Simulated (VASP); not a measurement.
# LiSi3N2 (P-6m2) in VASP: single point with PBE

Aim: the single point of LiSi3N2 with PBE.

Program: VASP 6.6.1. These are calculated values, not measurements. Logs are shortened: lines on timing, memory, paths and dates and some standing lists are left out, and cuts for length are marked.

### Step 1. The cell of the first run

The structure is hexagonal, space group P-6m2 (No. 187). The conventional cell has a = 4.430 Å, b = 4.430 Å, c = 4.879 Å, α = 90.00°, β = 90.00°, γ = 120.00°. Within 2.4 Å of Li (site symmetry -6m2) lie 2 N at 1.84 Å. Within 3.2 Å of Si (site symmetry 3m) lie 5 Si at 2.36 to 2.82 Å and 6 N at 2.62 to 3.12 Å and 3 Li at 2.85 Å. Within 3.6 Å of Si (site symmetry -6m2) lie 6 N at 2.63 Å and 6 Si at 2.82 Å and 6 Li at 3.53 Å. N (site symmetry 3m) has 1 N at 1.20 Å within 1.6 Å.

### Step 2. Single point, PBE

The input, POSCAR:

```
LiSi3N2
1.0
    4.4301594567      0.0000000000      0.0000000000
   -2.2150797284      3.8366306323      0.0000000000
    0.0000000000      0.0000000000      4.8793918542
Li Si N
1 3 2
Direct
    0.3333333333      0.6666666667      0.5000000000
    0.0000000000      0.0000000000      0.7581746592
    0.0000000000      0.0000000000      0.2418253408
    0.6666666667      0.3333333333      0.0000000000
    0.3333333333      0.6666666667      0.1233877729
    0.3333333333      0.6666666667      0.8766122271
```

The input, INCAR.step1:

```
SYSTEM = LiSi3N2
PREC     = Accurate       ! precision mode
ENCUT    = 520            ! plane-wave cutoff, eV
EDIFF    = 1E-6           ! SCF threshold, eV
ISMEAR   = 0              ! smearing method
SIGMA    = 0.1            ! smearing width, eV
LREAL    = .False.        ! projectors in reciprocal space
LASPH    = .True.         ! aspherical terms in the spheres
NELM     = 60             ! most SCF steps
ALGO     = Fast           ! electronic algorithm
ISIF     = 2              ! what is computed and relaxed
LWAVE    = .False.        ! write WAVECAR
LCHARG   = .True.         ! write CHGCAR
GGA      = PE             ! functional
NBANDS   = 22             ! bands
```

The input, KPOINTS.step1:

```
regular mesh
0
Gamma
  12 12 8
  0 0 0
```

The input, INCAR.step2:

```
SYSTEM = LiSi3N2
PREC     = Accurate       ! precision mode
ENCUT    = 520            ! plane-wave cutoff, eV
EDIFF    = 1E-6           ! SCF threshold, eV
ISMEAR   = -5             ! smearing method
SIGMA    = 0.1            ! smearing width, eV
LREAL    = .False.        ! projectors in reciprocal space
LASPH    = .True.         ! aspherical terms in the spheres
NELM     = 60             ! most SCF steps
ALGO     = Fast           ! electronic algorithm
ISIF     = 2              ! what is computed and relaxed
LWAVE    = .False.        ! write WAVECAR
LCHARG   = .False.        ! write CHGCAR
GGA      = PE             ! functional
LORBIT   = 11             ! projections on sites
NBANDS   = 22             ! bands
NEDOS    = 2001           ! points of the DOS
ICHARG   = 11             ! starting density
```

The input, KPOINTS.step2:

```
regular mesh
0
Gamma
  18 18 12
  0 0 0
```

Potentials or basis: VASP PAW PBE potentials, release 64 (Li_sv, Si, N).

Command:

```bash
$ cat potpaw_PBE.64/Li_sv/POTCAR potpaw_PBE.64/Si/POTCAR potpaw_PBE.64/N/POTCAR > POTCAR
$ cp INCAR.step1 INCAR
$ cp KPOINTS.step1 KPOINTS
$ mpirun -np 1 vasp_std > vasp.out
$ cp INCAR.step2 INCAR
$ cp KPOINTS.step2 KPOINTS
$ mpirun -np 1 vasp_std > vasp.out
```

OUTCAR:

```text
SYSTEM = LiSi3N2
   PREC = Accurate
   ENCUT = 520
   EDIFF = 1E-6
   ISMEAR = -5
   LREAL = .False.
   LASPH = .True.
   NELM = 60
   ISIF = 2
   GGA = PE
   LORBIT = 11
   ICHARG = 11

 ion  position               nearest neighbor table
   1  0.333  0.667  0.500-   5 1.84   6 1.84   2 2.85   3 2.85   2 2.85   3 2.85   2 2.85   3 2.85

   2  0.000  0.000  0.758-   3 2.36   3 2.52   4 2.82   4 2.82   4 2.82   1 2.85   1 2.85   1 2.85

   3  0.000  0.000  0.242-   2 2.36   2 2.52   4 2.82   4 2.82   4 2.82   1 2.85   1 2.85   1 2.85

   4  0.667  0.333  0.000-   2 2.82   3 2.82   2 2.82   3 2.82   2 2.82   3 2.82
   5  0.333  0.667  0.123-   6 1.20   1 1.84
   6  0.333  0.667  0.877-   5 1.20   1 1.84

  LATTYP: Found a hexagonal cell.
 ALAT       =     4.4301594567
 C/A-ratio  =     1.1014032118

  Lattice vectors:

 A1 = (   4.4301594567,   0.0000000000,   0.0000000000)
 A2 = (  -2.2150797284,   3.8366306323,   0.0000000000)
 A3 = (   0.0000000000,   0.0000000000,   4.8793918542)

Analysis of symmetry for initial positions (statically):
=====================================================================
 Subroutine PRICEL returns:
 Original cell was already a primitive cell.

 Routine SETGRP: Setting up the symmetry group for a
 hexagonal supercell.

 Subroutine GETGRP returns: Found 12 space group operations
 (whereof 12 operations were pure point group operations)
 out of a pool of 24 trial point group operations.

The static configuration has the point symmetry D_3h.

Analysis of symmetry for dynamics (positions and initial velocities):
=====================================================================
 Subroutine PRICEL returns:
 Original cell was already a primitive cell.

 Routine SETGRP: Setting up the symmetry group for a
 hexagonal supercell.

 Subroutine GETGRP returns: Found 12 space group operations
 (whereof 12 operations were pure point group operations)
 out of a pool of 24 trial point group operations.

The dynamic configuration has the point symmetry D_3h.

 Subroutine INISYM returns: Found 12 space group operations
 (whereof 12 operations are pure point group operations),
 and found     1 'primitive' translations

----------------------------------------------------------------------------------------

                                     Primitive cell

  volume of cell :      82.9345

  direct lattice vectors                    reciprocal lattice vectors
     4.430159457  0.000000000  0.000000000     0.225725509  0.130322684  0.000000000
    -2.215079728  3.836630632  0.000000000     0.000000000  0.260645367  0.000000000
     0.000000000  0.000000000  4.879391854     0.000000000  0.000000000  0.204943573

  length of vectors
     4.430159457  4.430159457  4.879391854     0.260645367  0.260645367  0.204943573

  position of ions in fractional coordinates (direct lattice)
     0.333333333  0.666666667  0.500000000
     0.000000000  0.000000000  0.758174659
     0.000000000  0.000000000  0.241825341
     0.666666667  0.333333333  0.000000000
     0.333333333  0.666666667  0.123387773
     0.333333333  0.666666667  0.876612227

  ion indices of the primitive-cell ions
   primitive index   ion index
                 1           1
                 2           2
                 3           3
                 4           4
                 5           5
                 6           6

----------------------------------------------------------------------------------------

 KPOINTS: regular mesh

Automatic generation of k-mesh.
 Grid dimensions read from file:
 generate k-points for:   18   18   12

 Generating k-lattice:

  Cartesian coordinates                     Fractional coordinates (reciprocal lattice)
     0.012540306  0.007240149  0.000000000     0.055555556  0.000000000  0.000000000
     0.000000000  0.014480298  0.000000000     0.000000000  0.055555556  0.000000000
     0.000000000  0.000000000  0.017078631     0.000000000  0.000000000  0.083333333

  Length of vectors
     0.014480298  0.014480298  0.017078631

  Shift w.r.t. Gamma in fractional coordinates (k-lattice)
     0.000000000  0.000000000  0.000000000

 TETIRR: Found   3954 inequivalent tetrahedra from    23328

 Subroutine IBZKPT returns following result:
 ===========================================

 Found    259 irreducible k-points:

 Following reciprocal coordinates:
            Coordinates               Weight
  0.000000  0.000000  0.000000      1.000000
  0.055556  0.000000  0.000000      6.000000
  0.111111  0.000000  0.000000      6.000000
  0.166667  0.000000  0.000000      6.000000
  0.222222  0.000000  0.000000      6.000000
  0.277778  0.000000  0.000000      6.000000
[... 16 lines left out ...]
  0.333333  0.111111  0.000000     12.000000
  0.388889  0.111111  0.000000     12.000000
 [... further k-points ...]
   k-points           NKPTS =    259   k-points in BZ     NKDIM =    259   number of bands    NBANDS=     22
   number of dos      NEDOS =   2001   number of ions     NIONS =      6
   total plane-waves  NPLWV =  46656
   dimension x,y,z NGX =    36 NGY =   36 NGZ =   36
   dimension x,y,z NGXF=    72 NGYF=   72 NGZF=   72
   ions per type =               1   3   2
   NGX,Y,Z   is equivalent  to a cutoff of  13.51, 13.51, 12.27 a.u.
   NGXF,Y,Z  is equivalent  to a cutoff of  27.02, 27.02, 24.53 a.u.
 SYSTEM =  LiSi3N2
   PREC   = accura    normal or accurate (medium, high low for compatibility)
   ISTART =      0    job   : 0-new  1-cont  2-samecut
   ICHARG =     11    charge: 1-file 2-atom 10-const
   ISPIN  =      1    spin polarized calculation?
   LNONCOLLINEAR =      F non collinear calculations
   LSORBIT =      F    spin-orbit coupling
   LASPH  =      T    aspherical Exc in radial PAW
   ENCUT  =  520.0 eV  38.22 Ry    6.18 a.u.   8.24  8.24  9.07*2*pi/ulx,y,z
   NELM   =     60;   NELMIN=  2; NELMDL=  0     # of ELM steps
   EDIFF  = 0.1E-05   stopping-criterion for ELM
   LREAL  =      F    real-space projection
   EDIFFG = 0.1E-04   stopping-criterion for IOM
   NSW    =      0    number of steps for IOM
   IBRION =     -1    ionic relax: 0-MD 1-quasi-New 2-CG
   NFREE  =      0    steps in history (QN), initial steepest desc. (CG)
   ISIF   =      2    stress and relaxation
   ISYM   =      2    0-nonsym 1-usesym 2-fastsym
   POTIM  = 0.5000    time-step for ionic-motion
   TEBEG  =    0.0;   TEEND  =   0.0 temperature during run
   PSTRESS=    0.0 pullay stress
   NELECT =      25.0000    total number of electrons
   NUPDOWN=      -1.0000    fix difference up-down
   EMIN   =  10.00;   EMAX   =-10.00  energy-range for DOS
   EFERMI =   0.00;   METHOD = LEGACY
   ISMEAR =    -5;   SIGMA  =   0.10  broadening in eV -4-tet -1-fermi 0-gaus
   EFERMI_NEDOS =   21; number of points for ismear=-14 and -15
   IALGO  =     68    algorithm
   IMIX   =      4    mixing-type and parameters
     AMIX     =   0.40;   BMIX     =  1.00
     AMIX_MAG =   1.60;   BMIX_MAG =  1.00
  volume/ion in A,a.u.               =      13.82        93.28
  Fermi-wavevector in a.u.,A,eV,Ry     =   1.097682  2.074318 16.393734  1.204905
  Thomas-Fermi vector in A             =   2.234046
   LORBIT       =     11    0 simple, 1 ext, 2 COOP (PROOUT), +10 PAW based schemes
   GGA     = PE    functional components
   LHFCALC =     F    Hartree Fock is set to
   AEXX    =    0.0000 exact exchange contribution
   IVDW    =     0    specifies the selected vdW correction
   LEPSILON=     F    determine dielectric tensor
   LRPA    =     F    only Hartree local field effects (RPA)
 non-spin polarized calculation
 RMM-DIIS sequential band-by-band and
 Fermi weights with tetrahedron method with Bloechl corrections
  energy-cutoff  :      520.00
  volume of cell :       82.93
 maximum number of plane-waves:      2262
 NGX is ok and might be reduce to    36

 number of electron      25.0000007 magnetization

 Free energy of the ion-electron system (eV)
  ---------------------------------------------------
  ext. energy  EPLUGINS =         0.00000000
  ---------------------------------------------------
  free energy    TOTEN  =       -31.53214678 eV

  energy without entropy =      -31.53214678  energy(sigma->0) =      -31.53214678

 E-fermi :   6.0494     XC(G=0): -10.0204

 val. band max:        6.1949220753   @ k =   0.3333   0.3333   0.4167
 cond. band min:       6.0303681810   @ k =   0.1667   0.0000   0.1667
 fundamental gap:     -0.1645538942
 Fermi energy:         6.0493680742

 k-point     1 :       0.0000    0.0000    0.0000
  band No.  band energies     occupation
      1     -39.6842      2.00000
      2     -16.1689      2.00000
      3      -4.9510      2.00000
      4      -4.9280      2.00000
      5      -1.3666      2.00000
      6      -1.3666      2.00000
[... 14 lines left out ...]
     21      12.8135      0.00000
     22      12.8137      0.00000

 k-point     2 :       0.0556    0.0000    0.0000
  band No.  band energies     occupation
      1     -39.6842      2.00000
      2     -16.1670      2.00000
      3      -4.9432      2.00000
      4      -4.9329      2.00000
      5      -1.3860      2.00000
      6      -1.3776      2.00000
[... 14 lines left out ...]
     21      12.7933      0.00000
     22      13.0365      0.00000
[... 523 lines left out ...]
     21      12.6620      0.00000
     22      13.3898      0.00000

 k-point    24 :       0.3889    0.1111    0.0000
  band No.  band energies     occupation
      1     -39.6840      2.00000
      2     -16.1054      2.00000
      3      -4.9404      2.00000
      4      -4.6719      2.00000
      5      -2.7430      2.00000
      6      -1.4282      2.00000
[... 14 lines left out ...]
     21      12.8932      0.00000
     22      13.4843      0.00000

 [... further k-points ...]

------------------------ aborting loop because EDIFF is reached ----------------------------------------

  FORCE on cell =-STRESS in cart. coord.  units (eV):
  Direction    XX          YY          ZZ          XY          YZ          ZX
  --------------------------------------------------------------------------------------
  -------------------------------------------------------------------------------------
  Total       -0.1022075     -0.1022075      0.5255576      0.0000000      0.0000000      0.0000000
  in kB       -1.9745045     -1.9745045     10.1530350      0.0000000      0.0000000      0.0000000
  external PRESSURE =       2.0680087 kB  Pullay stress =       0.0000000 kB

 VOLUME and BASIS-vectors are now :
 -----------------------------------------------------------------------------
  energy-cutoff  :      520.00
  volume of cell :       82.93
      direct lattice vectors                 reciprocal lattice vectors
     4.430159457  0.000000000  0.000000000     0.225725509  0.130322684  0.000000000
    -2.215079728  3.836630632  0.000000000     0.000000000  0.260645367  0.000000000
     0.000000000  0.000000000  4.879391854     0.000000000  0.000000000  0.204943573

 POSITION                                       TOTAL-FORCE (eV/Angst)
 -----------------------------------------------------------------------------------
     -0.00000      2.55775      2.43970         0.000000     -0.000000     -0.000000
      0.00000      0.00000      3.69943         0.000000     -0.000000     -0.055797
      0.00000      0.00000      1.17996         0.000000     -0.000000      0.055797
      2.21508      1.27888      0.00000         0.000000     -0.000000     -0.000000
     -0.00000      2.55775      0.60206        -0.000000      0.000000      0.345288
     -0.00000      2.55775      4.27733         0.000000      0.000000     -0.345288
 -----------------------------------------------------------------------------------
    total drift:                                0.002370     -0.001368     -0.000000

  FREE ENERGIE OF THE ION-ELECTRON SYSTEM (eV)
  ---------------------------------------------------
  free  energy   TOTEN  =       -31.5321467755 eV

  energy  without entropy=      -31.5321467755  energy(sigma->0) =      -31.53214678

 total charge

# of ion       s       p       d       tot
------------------------------------------
    1        2.026   0.073   0.000   2.099
    2        0.822   0.744   0.000   1.565
    3        0.822   0.744   0.000   1.565
    4        0.877   0.598   0.000   1.475
    5        1.314   2.500   0.000   3.813
    6        1.314   2.500   0.000   3.813
--------------------------------------------------
tot          7.173   7.157   0.000  14.330
```

It took 21 min on 1 thread of Oxide Virtual Turin-like, shared host; peak memory 0.45 GiB.

What came out:

* Valence electrons inside the program's atomic spheres: Li 2.10; Si 1.56, 1.48 (each value once); N 3.81

Caveat: the cutoff is under 1.25 times the usual one of these potentials, so pressure, stress and relaxed cells hold a basis-set (Pulay) error; the standard files for N, O and F lose accuracy on very short bonds; an odd number of electrons without spin polarisation forces a metal; a magnetic or distorted state may lie lower.
